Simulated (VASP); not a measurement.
A run of VASP 6.6.1:

The input INCAR:

```
SYSTEM = AlN
  PREC = Accurate
  ENCUT = 520
  EDIFF = 1E-7
  ISMEAR = 0
  SIGMA = 0.05
  LREAL = .False.
  LASPH = .True.
  NELM = 80
  ALGO = Normal
  ISIF = 2
  LWAVE = .False.
  LCHARG = .False.
  GGA = PE
  NBANDS = 11
```

File KPOINTS:

```
regular mesh
0
Gamma
  10 10 10
  0 0 0
```

File POSCAR:

```
AlN
1.0
   -0.4733023302      1.9748131708      1.9748131708
    1.9748131708     -0.4733023302      1.9748131708
    1.9748131708      1.9748131708     -0.4733023302
Al N
1 1
Direct
    0.0000000000      0.0000000000      0.0000000000
    0.7500000000      0.7500000000      0.7500000000
```

Potentials or basis: VASP PAW PBE potentials, release 64 (Al, N).

The run is started by

```sh
$ cat potpaw_PBE.64/Al/POTCAR potpaw_PBE.64/N/POTCAR > POTCAR
$ mpirun -np 1 vasp_std > vasp.out
```

Hardware: 1 thread of Intel(R) Xeon(R) 6975P-C (Granite Rapids) (shared host).

Question: How long does it take, and how much memory?

Answer: It took 7.5 s on 1 thread of Intel(R) Xeon(R) 6975P-C (Granite Rapids) (shared host), peak memory 0.14 GiB. Counts: scf iterations 14, k points 116.
